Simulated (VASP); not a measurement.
# Na (Im-3m) in VASP: notebook, part 2 of 2

VASP 6.6.1. The steps go on from the part before.

### Step 3. Relaxation of cell and atoms, BLYP

INCAR

```
SYSTEM = Na
  AGGAC = 1.0
  AGGAX = 1.0
  ALDAC = 0.0
  ALDAX = 1.0
  ALGO = Fast
  EDIFF = 1E-6
  EDIFFG = -0.01
  ENCUT = 600
  GGA = B5
  IBRION = 2
  ISIF = 3
  ISMEAR = -1
  LASPH = .TRUE.
  LCHARG = .FALSE.
  LREAL = .FALSE.
  LWAVE = .FALSE.
  NELM = 80
  NSW = 60
  PREC = Accurate
  SIGMA = 0.05
```

KPOINTS

```
k-points
0
G
  9 9 9
  0 0 0
```

POSCAR

```
Na
1.0
   -2.1410000000      2.1410000000      2.1410000000
    2.1410000000     -2.1410000000      2.1410000000
    2.1410000000      2.1410000000     -2.1410000000
Na
1
Direct
    0.0000000000      0.0000000000      0.0000000000
```

Potentials or basis: VASP PAW PBE potentials, release 64 (Na_pv).

On the command line:

```bash
$ cat potpaw_PBE.64/Na_pv/POTCAR > POTCAR
$ mpirun -np 1 vasp_std > vasp.out
```

OUTCAR:

```text
SYSTEM = Na
   EDIFF = 1E-6
   EDIFFG = -0.01
   ENCUT = 600
   GGA = B5
   IBRION = 2
   ISIF = 3
   ISMEAR = -1
   LASPH = .TRUE.
   LREAL = .FALSE.
   NELM = 80
   NSW = 60
   PREC = Accurate

 ion  position               nearest neighbor table
   1  0.000  0.000  0.000-

  LATTYP: Found a body centered cubic cell.
 ALAT       =     4.2820000000

  Lattice vectors:

 A1 = (  -2.1410000000,   2.1410000000,   2.1410000000)
 A2 = (   2.1410000000,  -2.1410000000,   2.1410000000)
 A3 = (   2.1410000000,   2.1410000000,  -2.1410000000)

Analysis of symmetry for initial positions (statically):
=====================================================================
 Subroutine PRICEL returns:
 Original cell was already a primitive cell.

 Routine SETGRP: Setting up the symmetry group for a
 body centered cubic supercell.

 Subroutine GETGRP returns: Found 48 space group operations
[... 9 lines left out ...]

 Routine SETGRP: Setting up the symmetry group for a
 body centered cubic supercell.

 Subroutine GETGRP returns: Found 48 space group operations
[... 11 lines left out ...]
                                     Primitive cell

  volume of cell :      39.2564

  direct lattice vectors                    reciprocal lattice vectors
    -2.141000000  2.141000000  2.141000000     0.000000000  0.233535731  0.233535731
     2.141000000 -2.141000000  2.141000000     0.233535731  0.000000000  0.233535731
     2.141000000  2.141000000 -2.141000000     0.233535731  0.233535731  0.000000000

  length of vectors
     3.708320779  3.708320779  3.708320779     0.330269398  0.330269398  0.330269398

  position of ions in fractional coordinates (direct lattice)
     0.000000000  0.000000000  0.000000000

  ion indices of the primitive-cell ions
   primitive index   ion index
                 1           1

----------------------------------------------------------------------------------------

 KPOINTS: k-points

Automatic generation of k-mesh.
 Grid dimensions read from file:
 generate k-points for:    9    9    9

 Generating k-lattice:

  Cartesian coordinates                     Fractional coordinates (reciprocal lattice)
     0.000000000  0.025948415  0.025948415     0.111111111  0.000000000  0.000000000
     0.025948415  0.000000000  0.025948415     0.000000000  0.111111111  0.000000000
     0.025948415  0.025948415  0.000000000     0.000000000  0.000000000  0.111111111

  Length of vectors
     0.036696600  0.036696600  0.036696600

  Shift w.r.t. Gamma in fractional coordinates (k-lattice)
     0.000000000  0.000000000  0.000000000

 Subroutine IBZKPT returns following result:
 ===========================================

 Found     35 irreducible k-points:

 Following reciprocal coordinates:
            Coordinates               Weight
  0.000000  0.000000  0.000000      1.000000
  0.111111  0.000000  0.000000     12.000000
  0.222222  0.000000  0.000000     12.000000
  0.333333  0.000000  0.000000     12.000000
  0.444444  0.000000  0.000000     12.000000
  0.111111  0.111111  0.000000     24.000000
[... 16 lines left out ...]
 -0.333333  0.444444  0.111111     48.000000
 -0.444444 -0.444444  0.111111     24.000000
 [... further k-points ...]
   k-points           NKPTS =     35   k-points in BZ     NKDIM =     35   number of bands    NBANDS=      7
   number of dos      NEDOS =    301   number of ions     NIONS =      1
   total plane-waves  NPLWV =  27000
   dimension x,y,z NGX =    30 NGY =   30 NGZ =   30
   dimension x,y,z NGXF=    60 NGYF=   60 NGZF=   60
   ions per type =               1
   NGX,Y,Z   is equivalent  to a cutoff of  13.45, 13.45, 13.45 a.u.
   NGXF,Y,Z  is equivalent  to a cutoff of  26.90, 26.90, 26.90 a.u.
 SYSTEM =  Na
   PREC   = accura    normal or accurate (medium, high low for compatibility)
   ISTART =      0    job   : 0-new  1-cont  2-samecut
   ICHARG =      2    charge: 1-file 2-atom 10-const
   ISPIN  =      1    spin polarized calculation?
   LNONCOLLINEAR =      F non collinear calculations
   LSORBIT =      F    spin-orbit coupling
   LASPH  =      T    aspherical Exc in radial PAW
   ENCUT  =  600.0 eV  44.10 Ry    6.64 a.u.   7.41  7.41  7.41*2*pi/ulx,y,z
   NELM   =     80;   NELMIN=  2; NELMDL= -5     # of ELM steps
   EDIFF  = 0.1E-05   stopping-criterion for ELM
   LREAL  =      F    real-space projection
   EDIFFG = -.1E-01   stopping-criterion for IOM
   NSW    =     60    number of steps for IOM
   IBRION =      2    ionic relax: 0-MD 1-quasi-New 2-CG
   NFREE  =      1    steps in history (QN), initial steepest desc. (CG)
   ISIF   =      3    stress and relaxation
   ISYM   =      2    0-nonsym 1-usesym 2-fastsym
   POTIM  = 0.5000    time-step for ionic-motion
   TEBEG  =    0.0;   TEEND  =   0.0 temperature during run
   PSTRESS=    0.0 pullay stress
   NELECT =       7.0000    total number of electrons
   NUPDOWN=      -1.0000    fix difference up-down
   EMIN   =  10.00;   EMAX   =-10.00  energy-range for DOS
   EFERMI =   0.00;   METHOD = LEGACY
   ISMEAR =    -1;   SIGMA  =   0.05  broadening in eV -4-tet -1-fermi 0-gaus
   EFERMI_NEDOS =   21; number of points for ismear=-14 and -15
   IALGO  =     68    algorithm
   IMIX   =      4    mixing-type and parameters
     AMIX     =   0.40;   BMIX     =  1.00
     AMIX_MAG =   1.60;   BMIX_MAG =  1.00
  volume/ion in A,a.u.               =      39.26       264.91
  Fermi-wavevector in a.u.,A,eV,Ry     =   0.921448  1.741284 11.552251  0.849066
  Thomas-Fermi vector in A             =   2.046866
   LORBIT       =      0    0 simple, 1 ext, 2 COOP (PROOUT), +10 PAW based schemes
   GGA     = B5    functional components
   LHFCALC =     F    Hartree Fock is set to
   AEXX    =    0.0000 exact exchange contribution
   IVDW    =     0    specifies the selected vdW correction
   LEPSILON=     F    determine dielectric tensor
   LRPA    =     F    only Hartree local field effects (RPA)
 conjugate gradient relaxation of ions
 non-spin polarized calculation
 RMM-DIIS sequential band-by-band and
  energy-cutoff  :      600.00
  volume of cell :       39.26
 maximum number of plane-waves:      1329
 NGX is ok and might be reduce to    30
   NGX = 15   NGY = 15   NGZ = 15

--------------------------------------- Ionic step        1  -------------------------------------------

 number of electron       7.0000007 magnetization

 Free energy of the ion-electron system (eV)
  ---------------------------------------------------
  ext. energy  EPLUGINS =         0.00000000
  ---------------------------------------------------
  free energy    TOTEN  =        -0.93843852 eV

  energy without entropy =       -0.93521446  energy(sigma->0) =       -0.93682649

------------------------ aborting loop because EDIFF is reached ----------------------------------------

  FORCE on cell =-STRESS in cart. coord.  units (eV):
  Direction    XX          YY          ZZ          XY          YZ          ZX
  --------------------------------------------------------------------------------------
  -------------------------------------------------------------------------------------
  Total       -0.0786047     -0.0786047     -0.0786047      0.0000000     -0.0000000      0.0000000
  in kB       -3.2081097     -3.2081097     -3.2081097      0.0000000     -0.0000000      0.0000000
  external PRESSURE =      -3.2081097 kB  Pullay stress =       0.0000000 kB
[... 90 lines left out ...]
  energy  without entropy=       -0.9377939276  energy(sigma->0) =       -0.93936829

--------------------------------------- Ionic step        4  -------------------------------------------

 number of electron       6.9999992 magnetization

 Free energy of the ion-electron system (eV)
  ---------------------------------------------------
  ext. energy  EPLUGINS =         0.00000000
  ---------------------------------------------------
  free energy    TOTEN  =        -0.94102821 eV

  energy without entropy =       -0.93790342  energy(sigma->0) =       -0.93946581

 E-fermi :   0.7427     XC(G=0):  -6.1382

 val. band max:        0.6445142025   @ k =  -0.3333   0.4444   0.1111
 cond. band min:       0.8476716162   @ k =   0.4444   0.0000   0.0000
 fundamental gap:      0.2031574136
 Fermi energy:         0.7427128249

 k-point     1 :       0.0000    0.0000    0.0000
  band No.  band energies     occupation
      1     -24.5370      2.00000
      2     -24.5370      2.00000
      3     -24.5370      2.00000
      4      -2.5403      2.00000
      5      12.4451      0.00000
      6      12.4451      0.00000
      7      12.4451      0.00000
[... 221 lines left out ...]
 k-point    24 :      -0.4444   -0.4444    0.1111
  band No.  band energies     occupation
      1     -24.5690      2.00000
      2     -24.5543      2.00000
      3     -24.5427      2.00000
      4       2.0985      0.00000
      5       2.4888      0.00000
      6       5.9684      0.00000
      7       9.5790      0.00000

 [... further k-points ...]
[... 5 lines left out ...]
  --------------------------------------------------------------------------------------
  -------------------------------------------------------------------------------------
  Total        0.0036799      0.0036799      0.0036799      0.0000000      0.0000000     -0.0000000
  in kB        0.1596216      0.1596216      0.1596216      0.0000000      0.0000000     -0.0000000
  external PRESSURE =       0.1596216 kB  Pullay stress =       0.0000000 kB
[... 16 lines left out ...]
  FREE ENERGIE OF THE ION-ELECTRON SYSTEM (eV)
  ---------------------------------------------------
  free  energy   TOTEN  =        -0.9410282065 eV

  energy  without entropy=       -0.9379034198  energy(sigma->0) =       -0.93946581

 reached required accuracy - stopping structural energy minimisation
```

Wall time 79 s (1 thread of Intel Xeon 6975P-C, shared host); peak memory 0.16 GiB.

What came out:

- Free energy: -0.9410 eV
- Relaxed volume: 36.94 Å³/atom
- Relaxed cell: a = 3.634 Å, b = 3.634 Å, c = 3.634 Å, α = 109.47°, β = 109.47°, γ = 109.47°
- Space group after relaxing (to 0.05 Å): Im-3m (No. 229)
- Energy gained by relaxing: 2.6 meV/atom
- Ionic steps: 4
- Pressure after relaxing: 0.0 GPa

The path:
```tsv
step	energy change (eV)	largest force (eV/Å)	pressure (GPa)	volume (Å³)
1	0.0000	0.0000	-0.32	39.26
2	-0.0009	0.0000	-0.32	38.81
3	-0.0025	0.0000	-0.10	37.50
4	-0.0026	0.0000	0.02	36.94
```

Final structure:
```cif
data_structure
_symmetry_space_group_name_H-M 'P 1'
_symmetry_Int_Tables_number 1
_cell_length_a 3.6338
_cell_length_b 3.6338
_cell_length_c 3.6338
_cell_angle_alpha 109.471
_cell_angle_beta 109.471
_cell_angle_gamma 109.471
_cell_volume 36.94
loop_
_atom_site_label
_atom_site_type_symbol
_atom_site_fract_x
_atom_site_fract_y
_atom_site_fract_z
_atom_site_occupancy
Na1 Na 0.00000 0.00000 0.00000 1
```

Caveat: the PAW data sets were made with another functional, which shifts forces and pressure a little.

### Step 4. Single point, PBE

INCAR

```
SYSTEM = Na
PREC = Accurate
ENCUT = 520
EDIFF = 1E-6
ISMEAR = -1
SIGMA = 0.02
LREAL = .FALSE.
LASPH = .TRUE.
NELM = 60
ALGO = Fast
ISIF = 2
LWAVE = .FALSE.
LCHARG = .FALSE.
GGA = PE
NBANDS = 10
```

KPOINTS

```
Automatic mesh
0
G
  6 6 6
  0 0 0
```

POSCAR is that of step 3.

On the command line:

```bash
$ cat potpaw_PBE.64/Na_pv/POTCAR > POTCAR
$ mpirun -np 1 vasp_std > vasp.out
```

Wall time 9.9 s (1 thread of Intel Xeon 8259CL, shared host); peak memory 0.14 GiB.

It converged, with:

```
Free energy : -1.2726 eV
Pressure    : -0.4 GPa
```

Levels at points of the mesh, in eV from the Fermi level:
```csv
k point,band 1,band 2,band 3,band 4,band 5,band 6,band 7,band 8
"(0.00, 0.00, 0.00)",-24.98,-24.98,-24.98,-3.19,11.33,11.33,11.33,12.30
"(0.50, 0.00, 0.00)",-25.01,-24.99,-24.98,0.71,1.12,7.94,8.74,8.90
"(0.50, 0.50, 0.50)",-25.00,-25.00,-25.00,4.39,4.39,4.67,4.67,4.67
```

### Step 5. Summary

```tsv
task	level	cell	k mesh	cutoff (eV)	smearing	gap on the mesh (eV)	pressure (GPa)
relaxation of cell and atoms	revPBE	relaxed	9 × 9 × 9	600	fermi-dirac 0.05 eV	none	0.0
relaxation of cell and atoms	BLYP	relaxed	9 × 9 × 9	600	fermi-dirac 0.05 eV	none	0.0
single point	PBE	as given	6 × 6 × 6	520	fermi-dirac 0.02 eV	none	-0.4
```

Alike in all rows: potentials or basis VASP PAW PBE potentials, release 64 (Na_pv); no spin polarisation.

Caveats: the PAW data sets were made with another functional, which shifts forces and pressure a little (some runs); the relaxation stopped at its first step, so nothing moved (some runs).

Total energies depend on the potentials used, so only differences within one code and one set of settings carry meaning.
